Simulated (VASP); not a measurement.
# Ba (C2/c) in VASP: notebook

The runs below take Ba through single point, with BLYP.

Program: VASP 6.6.1. These are calculated values, not measurements. Logs are shortened: lines on timing, memory, paths and dates and some standing lists are left out, and cuts for length are marked.

## (1) The cell of the first run

The typed cell holds 2 atoms: a = 5.700 Å, b = 5.700 Å, c = 5.704 Å, α = 97.28°, β = 97.28°, γ = 138.31°.

## (2) Single point, BLYP (57.59 Å³/atom)

INCAR

```
SYSTEM = Ba
PREC = Accurate
ENCUT = 520
EDIFF = 1E-6
ISMEAR = -1
SIGMA = 0.1
LREAL = .FALSE.
LASPH = .TRUE.
NELM = 60
ALGO = Normal
ISIF = 2
LWAVE = .FALSE.
LCHARG = .TRUE.
GGA = B5
ALDAX = 1.0
AGGAX = 1.0
AGGAC = 1.0
ALDAC = 0.0
LELF = .TRUE.
LVHAR = .TRUE.
NBANDS = 17
```

KPOINTS

```
regular mesh
0
G
  10 10 7
  0 0 0
```

POSCAR

```
Ba
1.0
   -3.7673597530      3.7666118302      2.0282802414
    3.7666118302     -3.7673597530      2.0282802414
    3.7691821970      3.7691821970     -2.0296500634
Ba
2
Direct
    0.9999757319      0.0000242681      0.0000000000
    0.7500242681      0.2499757319      0.5000000000
```

Potentials or basis: VASP PAW PBE potentials, release 64 (Ba_sv).

On the command line:

```bash
> cat potpaw_PBE.64/Ba_sv/POTCAR > POTCAR
> mpirun -np 1 vasp_std > vasp.out
```

OUTCAR:

```text
SYSTEM = Ba
   PREC = Accurate
   ENCUT = 520
   EDIFF = 1E-6
   ISMEAR = -1
   LREAL = .FALSE.
   LASPH = .TRUE.
   NELM = 60
   ISIF = 2
   GGA = B5

 ion  position               nearest neighbor table
   1  1.000  0.000  0.000-   2 3.90   2 3.90   2 3.90   2 3.90
   2  0.750  0.250  0.500-   1 3.90   1 3.90   1 3.90   1 3.90

  Warning from LATTYP: Got some problem with cell dimensions!
  Tried to take original basis but could not verify dimensions!
  LATTYP: Found a base centered monoclinic cell.
 ALAT       =     4.0565606207
 B/A-ratio  =     2.6265217724
 C/A-ratio  =     1.4055757382
 COS(beta)  =    -0.3552421372

  Lattice vectors:

 A1 = (   3.7673597530,  -3.7666118302,  -2.0282802414)
 A2 = (  -3.7666118302,   3.7673597530,  -2.0282802414)
 A3 = (   3.7684342742,   3.7684342742,   2.0269104194)

Analysis of symmetry for initial positions (statically):
=====================================================================
 Subroutine PRICEL returns:
 Original cell was already a primitive cell.

 Routine SETGRP: Setting up the symmetry group for a
 base centered monoclinic supercell.

 Subroutine GETGRP returns: Found  4 space group operations
 (whereof  2 operations were pure point group operations)
 out of a pool of  4 trial point group operations.

The static configuration has the point symmetry C_2 .
 The point group associated with its full space group is C_2h.

Analysis of symmetry for dynamics (positions and initial velocities):
=====================================================================
 Subroutine PRICEL returns:
 Original cell was already a primitive cell.

 Routine SETGRP: Setting up the symmetry group for a
 base centered monoclinic supercell.

 Subroutine GETGRP returns: Found  4 space group operations
 (whereof  2 operations were pure point group operations)
 out of a pool of  4 trial point group operations.

The dynamic configuration has the point symmetry C_2 .
 The point group associated with its full space group is C_2h.

 Subroutine INISYM returns: Found  4 space group operations
 (whereof  2 operations are pure point group operations),
 and found     1 'primitive' translations

----------------------------------------------------------------------------------------

                                     Primitive cell

  volume of cell :     115.1824

  direct lattice vectors                    reciprocal lattice vectors
    -3.767359753  3.766611830  2.028280241     0.000012712  0.132744829  0.246538736
     3.766611830 -3.767359753  2.028280241     0.132744829  0.000012712  0.246538736
     3.769182197  3.769182197 -2.029650063     0.132667942  0.132667942  0.000048921

  length of vectors
     5.700375858  5.700375858  5.703766146     0.280004532  0.280004532  0.187620810

  position of ions in fractional coordinates (direct lattice)
     0.999975732  0.000024268  1.000000000
     0.750024268  0.249975732  0.500000000

  ion indices of the primitive-cell ions
   primitive index   ion index
                 1           1
                 2           2

----------------------------------------------------------------------------------------

 KPOINTS: regular mesh

Automatic generation of k-mesh.
 Grid dimensions read from file:
 generate k-points for:   10   10    7

 Generating k-lattice:

  Cartesian coordinates                     Fractional coordinates (reciprocal lattice)
     0.000001271  0.013274483  0.024653874     0.100000000 -0.000000000  0.000000000
     0.013274483  0.000001271  0.024653874    -0.000000000  0.100000000  0.000000000
     0.018952563  0.018952563  0.000006989     0.000000000  0.000000000  0.142857143

  Length of vectors
     0.028000453  0.028000453  0.026802973

  Shift w.r.t. Gamma in fractional coordinates (k-lattice)
     0.000000000  0.000000000  0.000000000

 Subroutine IBZKPT returns following result:
 ===========================================

 Found    196 irreducible k-points:

 Following reciprocal coordinates:
            Coordinates               Weight
  0.000000  0.000000  0.000000      1.000000
  0.100000  0.000000  0.000000      4.000000
  0.200000  0.000000  0.000000      4.000000
  0.300000  0.000000  0.000000      4.000000
  0.400000  0.000000  0.000000      4.000000
  0.500000  0.000000  0.000000      2.000000
[... 16 lines left out ...]
  0.300000  0.300000  0.000000      2.000000
  0.400000  0.300000  0.000000      4.000000
 [... further k-points ...]
   k-points           NKPTS =    196   k-points in BZ     NKDIM =    196   number of bands    NBANDS=     17
   number of dos      NEDOS =    301   number of ions     NIONS =      2
   total plane-waves  NPLWV =  74088
   dimension x,y,z NGX =    42 NGY =   42 NGZ =   42
   dimension x,y,z NGXF=    84 NGYF=   84 NGZF=   84
   ions per type =               2
   NGX,Y,Z   is equivalent  to a cutoff of  12.25, 12.25, 12.24 a.u.
   NGXF,Y,Z  is equivalent  to a cutoff of  24.50, 24.50, 24.48 a.u.
 SYSTEM =  Ba
   PREC   = accura    normal or accurate (medium, high low for compatibility)
   ISTART =      0    job   : 0-new  1-cont  2-samecut
   ICHARG =      2    charge: 1-file 2-atom 10-const
   ISPIN  =      1    spin polarized calculation?
   LNONCOLLINEAR =      F non collinear calculations
   LSORBIT =      F    spin-orbit coupling
   LASPH  =      T    aspherical Exc in radial PAW
   ENCUT  =  520.0 eV  38.22 Ry    6.18 a.u.  10.60 10.60 10.61*2*pi/ulx,y,z
   NELM   =     60;   NELMIN=  2; NELMDL= -5     # of ELM steps
   EDIFF  = 0.1E-05   stopping-criterion for ELM
   LREAL  =      F    real-space projection
   EDIFFG = 0.1E-04   stopping-criterion for IOM
   NSW    =      0    number of steps for IOM
   IBRION =     -1    ionic relax: 0-MD 1-quasi-New 2-CG
   NFREE  =      0    steps in history (QN), initial steepest desc. (CG)
   ISIF   =      2    stress and relaxation
   ISYM   =      2    0-nonsym 1-usesym 2-fastsym
   POTIM  = 0.5000    time-step for ionic-motion
   TEBEG  =    0.0;   TEEND  =   0.0 temperature during run
   PSTRESS=    0.0 pullay stress
   NELECT =      20.0000    total number of electrons
   NUPDOWN=      -1.0000    fix difference up-down
   EMIN   =  10.00;   EMAX   =-10.00  energy-range for DOS
   EFERMI =   0.00;   METHOD = LEGACY
   ISMEAR =    -1;   SIGMA  =   0.10  broadening in eV -4-tet -1-fermi 0-gaus
   EFERMI_NEDOS =   21; number of points for ismear=-14 and -15
   IALGO  =     38    algorithm
   IMIX   =      4    mixing-type and parameters
     AMIX     =   0.40;   BMIX     =  1.00
     AMIX_MAG =   1.60;   BMIX_MAG =  1.00
  volume/ion in A,a.u.               =      57.59       388.64
  Fermi-wavevector in a.u.,A,eV,Ry     =   0.913320  1.725924 11.349340  0.834153
  Thomas-Fermi vector in A             =   2.037818
   LORBIT       =      0    0 simple, 1 ext, 2 COOP (PROOUT), +10 PAW based schemes
   GGA     = B5    functional components
   LHFCALC =     F    Hartree Fock is set to
   AEXX    =    0.0000 exact exchange contribution
   IVDW    =     0    specifies the selected vdW correction
   LEPSILON=     F    determine dielectric tensor
   LRPA    =     F    only Hartree local field effects (RPA)
 non-spin polarized calculation
  energy-cutoff  :      520.00
  volume of cell :      115.18
 maximum number of plane-waves:      3123
   NGX = 21   NGY = 21   NGZ = 21

 number of electron      19.9999998 magnetization

 Free energy of the ion-electron system (eV)
  ---------------------------------------------------
  ext. energy  EPLUGINS =         0.00000000
  ---------------------------------------------------
  free energy    TOTEN  =        -2.11512038 eV

  energy without entropy =       -2.03809408  energy(sigma->0) =       -2.07660723

 E-fermi :   2.3801     XC(G=0):  -7.2034

 val. band max:        2.3796490726   @ k =  -0.4000  -0.4000   0.4286
 cond. band min:       2.3868263510   @ k =  -0.1000  -0.3000   0.2857
 fundamental gap:      0.0071772784
 Fermi energy:         2.3801178700

 k-point     1 :       0.0000    0.0000    0.0000
  band No.  band energies     occupation
      1     -26.5985      2.00000
      2     -26.4559      2.00000
      3     -12.1131      2.00000
      4     -12.1124      2.00000
      5     -11.4983      2.00000
      6     -11.4902      2.00000
[... 9 lines left out ...]
     16       5.5482      0.00000
     17       5.5485      0.00000

 k-point     2 :       0.1000    0.0000    0.0000
  band No.  band energies     occupation
      1     -26.5914      2.00000
      2     -26.4547      2.00000
      3     -12.1073      2.00000
      4     -12.0891      2.00000
      5     -11.5610      2.00000
      6     -11.5502      2.00000
[... 9 lines left out ...]
     16       5.8812      0.00000
     17       5.9668      0.00000

 k-point     3 :       0.2000    0.0000    0.0000
  band No.  band energies     occupation
      1     -26.5723      2.00000
      2     -26.4523      2.00000
      3     -12.0928      2.00000
      4     -12.0302      2.00000
      5     -11.7184      2.00000
      6     -11.6858      2.00000
[... 9 lines left out ...]
     16       5.1600      0.00000
     17       5.5286      0.00000

 k-point     4 :       0.3000    0.0000    0.0000
  band No.  band energies     occupation
      1     -26.5471      2.00000
      2     -26.4506      2.00000
      3     -12.0743      2.00000
      4     -12.0009      2.00000
      5     -11.8936      2.00000
      6     -11.8014      2.00000
[... 9 lines left out ...]
     16       5.0218      0.00000
     17       5.2646      0.00000
[... 343 lines left out ...]
      1     -26.5849      2.00000
      2     -26.4695      2.00000
      3     -12.0642      2.00000
      4     -12.0620      2.00000
      5     -11.5829      2.00000
      6     -11.5382      2.00000
[... 9 lines left out ...]
     16       5.7243      0.00000
     17       5.8067      0.00000

 k-point    23 :       0.3000    0.3000    0.0000
  band No.  band energies     occupation
      1     -26.5083      2.00000
      2     -26.4673      2.00000
      3     -12.1416      2.00000
      4     -12.0226      2.00000
      5     -11.9375      2.00000
      6     -11.8481      2.00000
[... 9 lines left out ...]
     16       5.2772      0.00000
     17       5.7202      0.00000

 k-point    24 :       0.4000    0.3000    0.0000
  band No.  band energies     occupation
      1     -26.5130      2.00000
      2     -26.4845      2.00000
      3     -12.0646      2.00000
      4     -11.9491      2.00000
      5     -11.9017      2.00000
      6     -11.7654      2.00000
[... 9 lines left out ...]
     16       5.1202      0.00000
     17       5.2357      0.00000

 [... further k-points ...]

------------------------ aborting loop because EDIFF is reached ----------------------------------------

  FORCE on cell =-STRESS in cart. coord.  units (eV):
  Direction    XX          YY          ZZ          XY          YZ          ZX
  --------------------------------------------------------------------------------------
  -------------------------------------------------------------------------------------
  Total        0.8366034      0.8366034      0.9131719      0.0005997      0.0003618      0.0003618
  in kB       11.6370868     11.6370868     12.7021479      0.0083418      0.0050324      0.0050324
  external PRESSURE =      11.9921072 kB  Pullay stress =       0.0000000 kB

 VOLUME and BASIS-vectors are now :
 -----------------------------------------------------------------------------
  energy-cutoff  :      520.00
  volume of cell :      115.18
      direct lattice vectors                 reciprocal lattice vectors
    -3.767359753  3.766611830  2.028280241     0.000012712  0.132744829  0.246538736
     3.766611830 -3.767359753  2.028280241     0.132744829  0.000012712  0.246538736
     3.769182197  3.769182197 -2.029650063     0.132667942  0.132667942  0.000048921

 POSITION                                       TOTAL-FORCE (eV/Angst)
 -----------------------------------------------------------------------------------
     -3.76718      3.76643      2.02828        -0.000615      0.000615     -0.000000
      0.00054      3.76789      1.01346         0.000615     -0.000615      0.000000
 -----------------------------------------------------------------------------------
    total drift:                               -0.000000      0.000000     -0.000000

  FREE ENERGIE OF THE ION-ELECTRON SYSTEM (eV)
  ---------------------------------------------------
  free  energy   TOTEN  =        -2.1151203764 eV

  energy  without entropy=       -2.0380940754  energy(sigma->0) =       -2.07660723
```

Run time: 2.7 min. Hardware: 1 thread of Intel Xeon 6975P-C (Granite Rapids), shared host; peak memory 0.48 GiB.

What came out:

```yaml
Free_energy: -2.1151 eV
Pressure: 1.2 GPa
Band_gap_on_the_k_mesh: zero (bands 10 and 11 overlap by 0.27 eV)
```

Caveat: the PAW data sets were made with another functional, which shifts forces and pressure a little; spin-orbit coupling is left out, which moves the levels of the heavy elements.

(Part 1 of 2 ends here.)
